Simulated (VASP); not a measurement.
# W16N (a cell with a defect) in VASP: single point with PBE

Aim: the single point of W16N (a cell with a defect) with PBE.

All numbers are computed with VASP 6.6.1; they aren't measurements. Logs are shortened: lines on timing, memory, paths and dates and some standing lists are left out, and cuts for length are marked.

### Step 1. The cell of the first run

The cell holds a defect, 17 atoms: a = 6.320 Å, b = 6.320 Å, c = 6.320 Å, α = 90.00°, β = 90.00°, γ = 90.00°.

### Step 2. Single point, PBE

File INCAR:

```
PREC = Accurate ; ENCUT = 520
EDIFF = 1E-6 ; ISMEAR = 0
SIGMA = 0.15 ; LREAL = Auto
LASPH = T ; NELM = 80
ALGO = Normal ; ISIF = 2
LWAVE = F ; LCHARG = F
GGA = PE ; NBANDS = 128
```

File KPOINTS:

```
regular mesh
0
Gamma
  3 3 3
```

File POSCAR:

```
W16N
1.0
    6.3200000000      0.0000000000      0.0000000000
    0.0000000000      6.3200000000      0.0000000000
    0.0000000000      0.0000000000      6.3200000000
W N
16 1
Direct
    0.0045036392     -0.0009564873     -0.0003957278
    0.4927083861     -0.0238248418     -0.0004006329
    0.0045031646      0.5007920886     -0.0003958861
    0.0075662975     -0.0031033228      0.4995965190
    0.2455139241      0.2499191456      0.2504772152
    0.4927055380      0.5236620253     -0.0003998418
    0.4993992089     -0.0028012658      0.4995952532
    0.7572637658      0.2499188291      0.2731659810
    0.0075659810      0.5029381329      0.4995966772
    0.2424227848      0.7499172468      0.2526712025
    0.2455123418      0.2499193038      0.7487204114
    0.4993998418      0.5026368671      0.4995955696
    0.7506308544      0.7499169304      0.2523506329
    0.7572530063      0.2499177215      0.7260354430
    0.2424216772      0.7499172468      0.7465219937
    0.7506338608      0.7499167722      0.7468460443
    0.6246757911      0.2499204114     -0.0003908228
```

Potentials or basis: VASP PAW PBE potentials, release 64 (W_sv, N).

Started as:

```
cat potpaw_PBE.64/W_sv/POTCAR potpaw_PBE.64/N/POTCAR > POTCAR
mpirun -np 1 vasp_std > vasp.out
```

OUTCAR:

```text
PREC = Accurate
   ENCUT = 520
   EDIFF = 1E-6
   ISMEAR = 0
   LREAL = Auto
   LASPH = T
   NELM = 80
   ISIF = 2
   GGA = PE

 ion  position               nearest neighbor table
   1  0.005  0.999  1.000-  10 2.70  15 2.70   5 2.71  11 2.71  13 2.76  16 2.76   8 2.82  14 2.82
                             2 3.09   3 3.15   4 3.16   4 3.16   3 3.17   2 3.24
   2  0.493  0.976  1.000-  17 1.92  10 2.67  15 2.67  13 2.69  16 2.69   5 2.82  11 2.82   6 2.86
                            14 2.96   8 2.96   1 3.09   7 3.16   7 3.16   1 3.24   6 3.46
   3  0.005  0.501  1.000-  10 2.70  15 2.70   5 2.71  11 2.71  13 2.76  16 2.76   8 2.82  14 2.82
                             6 3.09   1 3.15   9 3.16   9 3.16   1 3.17   6 3.24
   4  0.008  0.997  0.500-  15 2.66  10 2.66   8 2.67  14 2.67   5 2.70  11 2.70  13 2.74  16 2.74
                             7 3.11   9 3.12   1 3.16   1 3.16   9 3.20   7 3.21
   5  0.246  0.250  0.250-   9 2.70   4 2.70   3 2.71   1 2.71  12 2.76   7 2.76   6 2.82   2 2.82
                             8 3.09  11 3.15  10 3.16  10 3.16  11 3.17   8 3.24
   6  0.493  0.524  1.000-  17 1.92  10 2.67  15 2.67  13 2.69  16 2.69   5 2.82  11 2.82   2 2.86
                            14 2.96   8 2.96   3 3.09  12 3.16  12 3.16   3 3.24   2 3.46
   7  0.499  0.997  0.500-  14 2.69   8 2.69  13 2.72  16 2.72  10 2.74  15 2.74   5 2.76  11 2.76
                             4 3.11  12 3.13   2 3.16   2 3.16  12 3.19   4 3.21
   8  0.757  0.250  0.273-  17 1.92   9 2.67   4 2.67  12 2.69   7 2.69   3 2.82   1 2.82  14 2.86
                             2 2.96   6 2.96   5 3.09  13 3.16  13 3.16   5 3.24  14 3.46
   9  0.008  0.503  0.500-  15 2.66  10 2.66   8 2.67  14 2.67   5 2.70  11 2.70  13 2.74  16 2.74
                            12 3.11   4 3.12   3 3.16   3 3.16   4 3.20  12 3.21
  10  0.242  0.750  0.253-   4 2.66   9 2.66   6 2.67   2 2.67   3 2.70   1 2.70  12 2.74   7 2.74
                            13 3.11  15 3.12   5 3.16   5 3.16  15 3.20  13 3.21
  11  0.246  0.250  0.749-   9 2.70   4 2.70   3 2.71   1 2.71  12 2.76   7 2.76   6 2.82   2 2.82
                            14 3.09   5 3.15  15 3.16  15 3.16   5 3.17  14 3.24
  12  0.499  0.503  0.500-  14 2.69   8 2.69  13 2.72  16 2.72  10 2.74  15 2.74   5 2.76  11 2.76
                             9 3.11   7 3.13   6 3.16   6 3.16   7 3.19   9 3.21
  13  0.751  0.750  0.252-   6 2.69   2 2.69  12 2.72   7 2.72   9 2.74   4 2.74   3 2.76   1 2.76
                            10 3.11  16 3.13   8 3.16   8 3.16  16 3.19  10 3.21
  14  0.757  0.250  0.726-  17 1.92   9 2.67   4 2.67  12 2.69   7 2.69   3 2.82   1 2.82   8 2.86
                             2 2.96   6 2.96  11 3.09  16 3.16  16 3.16  11 3.24   8 3.46
  15  0.242  0.750  0.747-   9 2.66   4 2.66   6 2.67   2 2.67   3 2.70   1 2.70  12 2.74   7 2.74
                            16 3.11  10 3.12  11 3.16  11 3.16  10 3.20  16 3.21
  16  0.751  0.750  0.747-   2 2.69   6 2.69  12 2.72   7 2.72   9 2.74   4 2.74   3 2.76   1 2.76
                            15 3.11  13 3.13  14 3.16  14 3.16  13 3.19  15 3.21
  17  0.625  0.250  1.000-   6 1.92   2 1.92   8 1.92  14 1.92

  LATTYP: Found a simple cubic cell.
 ALAT       =     6.3200000000

  Lattice vectors:

 A1 = (   6.3200000000,   0.0000000000,   0.0000000000)
 A2 = (   0.0000000000,   6.3200000000,   0.0000000000)
 A3 = (   0.0000000000,   0.0000000000,   6.3200000000)

Analysis of symmetry for initial positions (statically):
=====================================================================
 Subroutine PRICEL returns:
 Original cell was already a primitive cell.

 Routine SETGRP: Setting up the symmetry group for a
 simple cubic supercell.

 Subroutine GETGRP returns: Found  2 space group operations
 (whereof  1 operations were pure point group operations)
 out of a pool of 48 trial point group operations.

The static configuration has the point symmetry C_1 .
 The point group associated with its full space group is C_1h.

Analysis of symmetry for dynamics (positions and initial velocities):
=====================================================================
 Subroutine PRICEL returns:
 Original cell was already a primitive cell.

 Routine SETGRP: Setting up the symmetry group for a
 simple cubic supercell.

 Subroutine GETGRP returns: Found  2 space group operations
 (whereof  1 operations were pure point group operations)
 out of a pool of 48 trial point group operations.

The dynamic configuration has the point symmetry C_1 .
 The point group associated with its full space group is C_1h.

 Subroutine INISYM returns: Found  2 space group operations
 (whereof  1 operations are pure point group operations),
 and found     1 'primitive' translations

----------------------------------------------------------------------------------------

                                     Primitive cell
[... 64 lines left out ...]

  Length of vectors
     0.052742616  0.052742616  0.052742616

  Shift w.r.t. Gamma in fractional coordinates (k-lattice)
     0.000000000  0.000000000  0.000000000

 Subroutine IBZKPT returns following result:
 ===========================================

 Found     10 irreducible k-points:

 Following reciprocal coordinates:
            Coordinates               Weight
  0.000000  0.000000  0.000000      1.000000
  0.333333  0.000000  0.000000      2.000000
  0.000000  0.333333  0.000000      2.000000
  0.000000  0.000000  0.333333      2.000000
  0.333333  0.333333  0.000000      4.000000
  0.000000  0.333333  0.333333      4.000000
  0.333333  0.000000  0.333333      2.000000
 -0.333333  0.000000  0.333333      2.000000
  0.333333  0.333333  0.333333      4.000000
 -0.333333  0.333333  0.333333      4.000000
   k-points           NKPTS =     10   k-points in BZ     NKDIM =     10   number of bands    NBANDS=    128
   number of dos      NEDOS =    301   number of ions     NIONS =     17
   total plane-waves  NPLWV = 110592
   dimension x,y,z NGX =    48 NGY =   48 NGZ =   48
   dimension x,y,z NGXF=    96 NGYF=   96 NGZF=   96
   ions per type =              16   1
   NGX,Y,Z   is equivalent  to a cutoff of  12.63, 12.63, 12.63 a.u.
   NGXF,Y,Z  is equivalent  to a cutoff of  25.25, 25.25, 25.25 a.u.
 SYSTEM =  unknown system
   PREC   = accura    normal or accurate (medium, high low for compatibility)
   ISTART =      0    job   : 0-new  1-cont  2-samecut
   ICHARG =      2    charge: 1-file 2-atom 10-const
   ISPIN  =      1    spin polarized calculation?
   LNONCOLLINEAR =      F non collinear calculations
   LSORBIT =      F    spin-orbit coupling
   LASPH  =      T    aspherical Exc in radial PAW
   ENCUT  =  520.0 eV  38.22 Ry    6.18 a.u.  11.75 11.75 11.75*2*pi/ulx,y,z
   NELM   =     80;   NELMIN=  2; NELMDL= -5     # of ELM steps
   EDIFF  = 0.1E-05   stopping-criterion for ELM
   LREAL  =      T    real-space projection
   EDIFFG = 0.1E-04   stopping-criterion for IOM
   NSW    =      0    number of steps for IOM
   IBRION =     -1    ionic relax: 0-MD 1-quasi-New 2-CG
   NFREE  =      0    steps in history (QN), initial steepest desc. (CG)
   ISIF   =      2    stress and relaxation
   ISYM   =      2    0-nonsym 1-usesym 2-fastsym
   POTIM  = 0.5000    time-step for ionic-motion
   TEBEG  =    0.0;   TEEND  =   0.0 temperature during run
   PSTRESS=    0.0 pullay stress
   NELECT =     229.0000    total number of electrons
   NUPDOWN=      -1.0000    fix difference up-down
   EMIN   =  10.00;   EMAX   =-10.00  energy-range for DOS
   EFERMI =   0.00;   METHOD = LEGACY
   ISMEAR =     0;   SIGMA  =   0.15  broadening in eV -4-tet -1-fermi 0-gaus
   EFERMI_NEDOS =   21; number of points for ismear=-14 and -15
   IALGO  =     38    algorithm
   IMIX   =      4    mixing-type and parameters
     AMIX     =   0.40;   BMIX     =  1.00
     AMIX_MAG =   1.60;   BMIX_MAG =  1.00
  volume/ion in A,a.u.               =      14.85       100.21
  Fermi-wavevector in a.u.,A,eV,Ry     =   1.584782  2.994804 34.171502  2.511535
  Thomas-Fermi vector in A             =   2.684347
   LORBIT       =      0    0 simple, 1 ext, 2 COOP (PROOUT), +10 PAW based schemes
   GGA     = PE    functional components
   LHFCALC =     F    Hartree Fock is set to
   AEXX    =    0.0000 exact exchange contribution
   IVDW    =     0    specifies the selected vdW correction
   LEPSILON=     F    determine dielectric tensor
   LRPA    =     F    only Hartree local field effects (RPA)
 non-spin polarized calculation
 Gauss-broadening in eV      SIGMA  =   0.15
  energy-cutoff  :      520.00
  volume of cell :      252.44
 maximum number of plane-waves:      6859
   NGX = 23   NGY = 23   NGZ = 23

 number of electron     228.9999992 magnetization

 Free energy of the ion-electron system (eV)
  ---------------------------------------------------
  ext. energy  EPLUGINS =         0.00000000
  ---------------------------------------------------
  free energy    TOTEN  =      -212.72292004 eV

  energy without entropy =     -212.63909327  energy(sigma->0) =     -212.68100665

 E-fermi :  11.7781     XC(G=0): -13.7753

 val. band max:       11.7653860825   @ k =   0.0000   0.3333   0.3333
 cond. band min:      11.8168160434   @ k =   0.0000   0.0000   0.0000
 fundamental gap:      0.0514299609
 Fermi energy:        11.7780672709

 k-point     1 :       0.0000    0.0000    0.0000
  band No.  band energies     occupation
      1     -62.3489      2.00000
      2     -62.2853      2.00000
      3     -62.2645      2.00000
      4     -62.2631      2.00000
      5     -62.2334      2.00000
      6     -62.2133      2.00000
[... 1279 lines left out ...]
    125      13.7466      0.00000
    126      13.7689      0.00000
 [bands above 126 left out]

------------------------ aborting loop because EDIFF is reached ----------------------------------------

  FORCE on cell =-STRESS in cart. coord.  units (eV):
  Direction    XX          YY          ZZ          XY          YZ          ZX
  --------------------------------------------------------------------------------------
  -------------------------------------------------------------------------------------
  Total       28.4648819     33.2787401     33.1884634      0.0000000      0.0000000      0.0010892
  in kB      180.6627986    211.2157127    210.6427388      0.0000000      0.0000000      0.0069133
  external PRESSURE =     200.8404167 kB  Pullay stress =       0.0000000 kB

 VOLUME and BASIS-vectors are now :
 -----------------------------------------------------------------------------
  energy-cutoff  :      520.00
  volume of cell :      252.44
      direct lattice vectors                 reciprocal lattice vectors
     6.320000000  0.000000000  0.000000000     0.158227848  0.000000000  0.000000000
     0.000000000  6.320000000  0.000000000     0.000000000  0.158227848  0.000000000
     0.000000000  0.000000000  6.320000000     0.000000000  0.000000000  0.158227848

 POSITION                                       TOTAL-FORCE (eV/Angst)
 -----------------------------------------------------------------------------------
      0.02846      6.31396      6.31750        -0.008808      0.002894     -0.001249
      3.11392      6.16943      6.31747        -0.043471     -0.092109      0.000040
      0.02846      3.16501      6.31750        -0.008808     -0.002894     -0.001249
      0.04782      6.30039      3.15745        -0.002796      0.000917      0.000824
      1.55165      1.57949      1.58302         0.008434     -0.000000     -0.002820
      3.11390      3.30954      6.31747        -0.043471      0.092109      0.000040
[... 9 lines left out ...]
      4.74401      4.73947      4.72007         0.004169     -0.000000      0.000135
      3.94795      1.57950      6.31753         0.000668     -0.000000     -0.001470
 -----------------------------------------------------------------------------------
    total drift:                               -0.000019      0.248801      0.001415

  FREE ENERGIE OF THE ION-ELECTRON SYSTEM (eV)
  ---------------------------------------------------
  free  energy   TOTEN  =      -212.7229200383 eV

  energy  without entropy=     -212.6390932676  energy(sigma->0) =     -212.68100665
```

It took 8.9 min on 1 thread of Intel Xeon Platinum 8375C at 2.90GHz (Ice Lake), shared host; peak memory 0.45 GiB.

Results:

| Quantity | Value |
| --- | --- |
| Free energy | -212.7229 eV |
| Pressure | 20.1 GPa |
| Largest force | 0.103 eV/Å |
| Band gap on the k mesh | zero (an odd number of electrons rules out a gap without spin polarisation) |

Forces on the atoms (eV/Å):
```
W   -0.009  0.003 -0.001
W   -0.043 -0.092  0.000
W   -0.009 -0.003 -0.001
W   -0.003  0.001  0.001
W    0.008  0.000 -0.003
W   -0.043  0.092  0.000
W   -0.004  0.000  0.001
W    0.044  0.000  0.093
W   -0.003 -0.001  0.001
W    0.002  0.000  0.000
W    0.009  0.000  0.003
W   -0.004  0.000  0.001
W    0.005  0.000 -0.001
W    0.043  0.000 -0.092
W    0.002  0.000  0.001
W    0.004  0.000  0.000
N    0.001  0.000 -0.001
```

Caveat: spin-orbit coupling is left out, which moves the levels of the heavy elements.

The gap in the log of VASP goes by the Fermi energy; the results here count the filled bands.